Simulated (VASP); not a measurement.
# KF (Fm-3m) in VASP: further runs, part 4 of 4

VASP 6.6.1.

### Step 5. Electric field gradients, PBEsol (volume scaled by 1.04)

Input file INCAR:

```
SYSTEM = KF
PREC     = Accurate       ! precision mode
ENCUT    = 520            ! plane-wave cutoff, eV
EDIFF    = 1E-8           ! SCF threshold, eV
ISMEAR   = -1             ! smearing method
SIGMA    = 0.01           ! smearing width, eV
LREAL    = .FALSE.        ! projectors in reciprocal space
LASPH    = .TRUE.         ! aspherical terms in the spheres
NELM     = 80             ! most SCF steps
ALGO     = Normal         ! electronic algorithm
ISIF     = 2              ! what is computed and relaxed
LWAVE    = .FALSE.        ! write WAVECAR
LCHARG   = .FALSE.        ! write CHGCAR
GGA      = PS             ! functional
LEFG     = .TRUE.       
NBANDS   = 15             ! bands
```

Input file KPOINTS:

```
Automatic mesh
0
G
  9 9 9
  0 0 0
```

Input file POSCAR:

```
KF
1.0
    0.0000000000      2.7086816661      2.7086816661
    2.7086816661      0.0000000000      2.7086816661
    2.7086816661      2.7086816661      0.0000000000
K F
1 1
Direct
    0.0000000000      0.0000000000      0.0000000000
    0.5000000000      0.5000000000      0.5000000000
```

Potentials or basis: VASP PAW PBE potentials, release 64 (K_sv, F).

Started as:

```bash
$ cat potpaw_PBE.64/K_sv/POTCAR potpaw_PBE.64/F/POTCAR > POTCAR
$ mpirun -np 1 vasp_std > vasp.out
```

OUTCAR:

```text
SYSTEM = KF
   PREC = Accurate
   ENCUT = 520
   EDIFF = 1E-8
   ISMEAR = -1
   LREAL = .FALSE.
   LASPH = .TRUE.
   NELM = 80
   ISIF = 2
   GGA = PS

 ion  position               nearest neighbor table
   1  0.000  0.000  0.000-   2 2.71   2 2.71   2 2.71   2 2.71   2 2.71   2 2.71
   2  0.500  0.500  0.500-   1 2.71   1 2.71   1 2.71   1 2.71   1 2.71   1 2.71

  LATTYP: Found a face centered cubic cell.
 ALAT       =     5.4173633322

  Lattice vectors:

 A1 = (   0.0000000000,   2.7086816661,   2.7086816661)
 A2 = (   2.7086816661,   0.0000000000,   2.7086816661)
 A3 = (   2.7086816661,   2.7086816661,   0.0000000000)

Analysis of symmetry for initial positions (statically):
=====================================================================
 Subroutine PRICEL returns:
 Original cell was already a primitive cell.

 Routine SETGRP: Setting up the symmetry group for a
 face centered cubic supercell.

 Subroutine GETGRP returns: Found 48 space group operations
 (whereof 48 operations were pure point group operations)
 out of a pool of 48 trial point group operations.

The static configuration has the point symmetry O_h .

Analysis of symmetry for dynamics (positions and initial velocities):
=====================================================================
 Subroutine PRICEL returns:
 Original cell was already a primitive cell.

 Routine SETGRP: Setting up the symmetry group for a
 face centered cubic supercell.

 Subroutine GETGRP returns: Found 48 space group operations
 (whereof 48 operations were pure point group operations)
 out of a pool of 48 trial point group operations.

The dynamic configuration has the point symmetry O_h .
[... 165 lines left out ...]
     11       7.5166      0.00000
     12       7.5166      0.00000
     13       9.1333      0.00000
     14       9.1333      0.00000
[... 401 lines left out ...]
      2     -21.5267      2.00000
      3     -12.9080      2.00000
      4     -12.6156      2.00000
      5     -12.6156      2.00000
      6      -3.2713      2.00000
      7      -3.0729      2.00000
      8      -3.0729      2.00000
      9       5.1111      0.00000
     10       6.7617      0.00000
     11       8.4694      0.00000
     12      10.3277      0.00000
     13      10.8179      0.00000
     14      10.8179      0.00000
     15      12.6096      0.00000

 [... further k-points ...]
[... 5 lines left out ...]
  --------------------------------------------------------------------------------------
  -------------------------------------------------------------------------------------
  Total       -0.4352192     -0.4352192     -0.4352192      0.0000000     -0.0000000     -0.0000000
  in kB      -17.5434384    -17.5434384    -17.5434384      0.0000000     -0.0000000     -0.0000000
  external PRESSURE =     -17.5434384 kB  Pullay stress =       0.0000000 kB

 VOLUME and BASIS-vectors are now :
 -----------------------------------------------------------------------------
  energy-cutoff  :      520.00
  volume of cell :       39.75
      direct lattice vectors                 reciprocal lattice vectors
     0.000000000  2.708681666  2.708681666    -0.184591643  0.184591643  0.184591643
     2.708681666  0.000000000  2.708681666     0.184591643 -0.184591643  0.184591643
     2.708681666  2.708681666  0.000000000     0.184591643  0.184591643 -0.184591643

 POSITION                                       TOTAL-FORCE (eV/Angst)
 -----------------------------------------------------------------------------------
      0.00000      0.00000      0.00000        -0.000000      0.000000      0.000000
      2.70868      2.70868      2.70868         0.000000     -0.000000     -0.000000
 -----------------------------------------------------------------------------------
    total drift:                                0.000000      0.000000      0.000000

  FREE ENERGIE OF THE ION-ELECTRON SYSTEM (eV)
  ---------------------------------------------------
  free  energy   TOTEN  =        -8.5094604647 eV

  energy  without entropy=       -8.5094604647  energy(sigma->0) =       -8.50946046

 Electric field gradients (V/A^2)
---------------------------------------------------------------------
 ion       V_xx      V_yy      V_zz      V_xy      V_xz      V_yz
---------------------------------------------------------------------
   1       0.000     0.000    -0.000    -0.000    -0.000    -0.000
   2       0.000    -0.000    -0.000     0.008     0.008     0.008
---------------------------------------------------------------------

 Electric field gradients after diagonalization (V/A^2)
 (convention: |V_zz| > |V_xx| > |V_yy|)
----------------------------------------------------------------------
 ion       V_xx      V_yy      V_zz     asymmetry (V_yy - V_xx)/ V_zz
----------------------------------------------------------------------
   1       0.000     0.000    -0.000       0.000
   2      -0.008    -0.008     0.017       0.000
----------------------------------------------------------------------

           NMR quadrupolar parameters

 Cq : quadrupolar parameter    Cq=e*Q*V_zz/h
 eta: asymmetry parameters     (V_yy - V_xx)/ V_zz
 Q  : nuclear electric quadrupole moment in mb (millibarn)
----------------------------------------------------------------------
 ion       Cq(MHz)       eta       Q (mb)
----------------------------------------------------------------------
   1      -0.000       0.000       1.000
   2       0.000       0.000       1.000
----------------------------------------------------------------------
```

OSZICAR:

```text
N       E                     dE             d eps       ncg     rms          rms(c)
DAV:   1     0.107185934387E+03    0.10719E+03   -0.80653E+03  1050   0.102E+03
DAV:   2    -0.533231377887E+01   -0.11252E+03   -0.10360E+03  1352   0.283E+02
DAV:   3    -0.951758980094E+01   -0.41853E+01   -0.41666E+01  1367   0.487E+01
DAV:   4    -0.964730972455E+01   -0.12972E+00   -0.12971E+00  1431   0.776E+00
DAV:   5    -0.964799349748E+01   -0.68377E-03   -0.68377E-03  1411   0.618E-01    0.583E+00
DAV:   6    -0.855248408123E+01    0.10955E+01   -0.30683E+00  1134   0.136E+01    0.384E+00
DAV:   7    -0.851496628398E+01    0.37518E-01   -0.66680E-02  1309   0.220E+00    0.218E+00
DAV:   8    -0.850719103852E+01    0.77752E-02   -0.53017E-02  1239   0.225E+00    0.212E-01
DAV:   9    -0.850879592029E+01   -0.16049E-02   -0.44211E-03  1288   0.556E-01    0.122E-01
DAV:  10    -0.850922056437E+01   -0.42464E-03   -0.37461E-04  1191   0.168E-01    0.817E-02
DAV:  11    -0.850945999092E+01   -0.23943E-03   -0.22474E-04  1106   0.107E-01    0.146E-02
DAV:  12    -0.850946038205E+01   -0.39112E-06   -0.11709E-05  1319   0.330E-02    0.522E-03
DAV:  13    -0.850946038497E+01   -0.29222E-08   -0.26492E-06  1176   0.137E-02    0.240E-03
DAV:  14    -0.850946043793E+01   -0.52965E-07   -0.71289E-08  1344   0.255E-03    0.578E-04
DAV:  15    -0.850946045994E+01   -0.22008E-07   -0.46252E-09   934   0.511E-04    0.897E-05
DAV:  16    -0.850946046469E+01   -0.47503E-08   -0.92511E-10   651   0.268E-04
   1 F= -.85094605E+01 E0= -.85094605E+01  d E =-.883014E-15
```

stdout:

```text
POSCAR found type information on POSCAR K F
 POSCAR found :  2 types and       2 ions
 scaLAPACK will be used
 -----------------------------------------------------------------------------
|                                                                             |
|                                                                             |
|     You enforced a specific xc type in the INCAR file but a different       |
|     I HOPE YOU KNOW WHAT YOU ARE DOING!                                     |
|                                                                             |
 -----------------------------------------------------------------------------

 LDA part: xc-table for (Slater+PW92), standard interpolation
 POSCAR, INCAR and KPOINTS ok, starting setup
 FFT: planning ... GRIDC
 FFT: planning ... GRID_SOFT
 FFT: planning ... GRID
 WAVECAR not read
 entering main loop
ion   1

ion   2
```

It took 12 s on 1 thread of Intel Xeon 6975P-C (Granite Rapids), shared host; peak memory 0.16 GiB.

What came out:

```
Free energy            : -8.5095 eV
Pressure               : -1.8 GPa
Band gap on the k mesh : 5.83 eV, direct
```

Levels at points of the mesh, in eV from the valence-band top:
```tsv
k point	band 5	band 6	band 7	band 8	band 9	band 10	band 11	band 12
(0.00, 0.00, 0.00)	-9.42	0.00	0.00	0.00	5.83	10.52	10.52	10.52
```

Caveat: without QUAD_EFG the Cq values of the log hold for a quadrupole moment of 1 mb, not for the nuclei; the PAW data sets were made with another functional, which shifts forces and pressure a little. A k mesh can miss the band edges.

### Step 6. Density of states, PBEsol

Input file POSCAR:

```
KF
1.0
    0.0000000000      2.6735000000      2.6735000000
    2.6735000000      0.0000000000      2.6735000000
    2.6735000000      2.6735000000      0.0000000000
K F
1 1
Direct
    0.0000000000      0.0000000000      0.0000000000
    0.5000000000      0.5000000000      0.5000000000
```

Input file INCAR.step1:

```
SYSTEM = KF
PREC = Accurate
ENCUT = 520
EDIFF = 1E-6
ISMEAR = -1
SIGMA = 0.01
LREAL = .FALSE.
LASPH = .TRUE.
NELM = 80
ALGO = Normal
ISIF = 2
LWAVE = .FALSE.
LCHARG = .TRUE.
GGA = PS
NBANDS = 15
```

Input file KPOINTS.step1:

```
Automatic mesh
0
G
  9 9 9
  0 0 0
```

Input file INCAR.step2:

```
SYSTEM = KF
PREC = Accurate
ENCUT = 520
EDIFF = 1E-6
ISMEAR = -5
SIGMA = 0.01
LREAL = .FALSE.
LASPH = .TRUE.
NELM = 80
ALGO = Normal
ISIF = 2
LWAVE = .FALSE.
LCHARG = .FALSE.
GGA = PS
LORBIT = 11
NEDOS = 2001
ICHARG = 11
```

Input file KPOINTS.step2:

```
Automatic mesh
0
G
  14 14 14
  0 0 0
```

Potentials or basis: VASP PAW PBE potentials, release 64 (K_sv, F).

Started as:

```bash
$ cat potpaw_PBE.64/K_sv/POTCAR potpaw_PBE.64/F/POTCAR > POTCAR
$ cp INCAR.step1 INCAR
$ cp KPOINTS.step1 KPOINTS
$ mpirun -np 1 vasp_std > vasp.out
$ cp INCAR.step2 INCAR
$ cp KPOINTS.step2 KPOINTS
$ mpirun -np 1 vasp_std > vasp.out
```

It took 22 s on 1 thread of Intel Xeon 6975P-C (Granite Rapids), shared host; peak memory 0.17 GiB.

The run converged. Its results:

- Valence electrons inside the program's atomic spheres: K 7.57; F 6.07

Levels at points of the mesh, in eV from the valence-band top:
| k point | band 6 | band 7 | band 8 | band 9 | band 10 | band 11 |
| --- | --- | --- | --- | --- | --- | --- |
| (0.00, 0.00, 0.00) | 0.00 | 0.00 | 0.00 | 6.02 | 10.63 | 10.63 |
| (0.50, 0.00, 0.00) | -0.81 | -0.35 | -0.35 | 8.97 | 10.45 | 12.04 |
| (0.50, 0.50, 0.00) | -0.21 | -0.06 | -0.06 | 8.10 | 10.22 | 11.65 |

Caveat: the PAW data sets were made with another functional, which shifts forces and pressure a little.

### Step 7. Overview

```csv
task,cell,k mesh for the DOS,occupations for the DOS,gap on the mesh (eV),pressure (GPa)
electric field gradients,"a = 3.781 Å, angles 60.0°, 2 atoms",-,-,6.02,-0.7
electric field gradients,"a = 3.793 Å, angles 60.0°, 2 atoms",-,-,5.97,-1.0
electric field gradients,"a = 3.831 Å, angles 60.0°, 2 atoms",-,-,5.83,-1.8
density of states,"a = 3.781 Å, angles 60.0°, 2 atoms",14 × 14 × 14,tetrahedron,-,-
```

Alike in all rows: level PBEsol; potentials or basis VASP PAW PBE potentials, release 64 (K_sv, F); no spin polarisation; k mesh 9 × 9 × 9; cutoff (eV) 520; smearing fermi-dirac 0.01 eV.

Caveats: the PAW data sets were made with another functional, which shifts forces and pressure a little.

Total energies depend on the potentials used, so only differences within one code and one set of settings carry meaning.
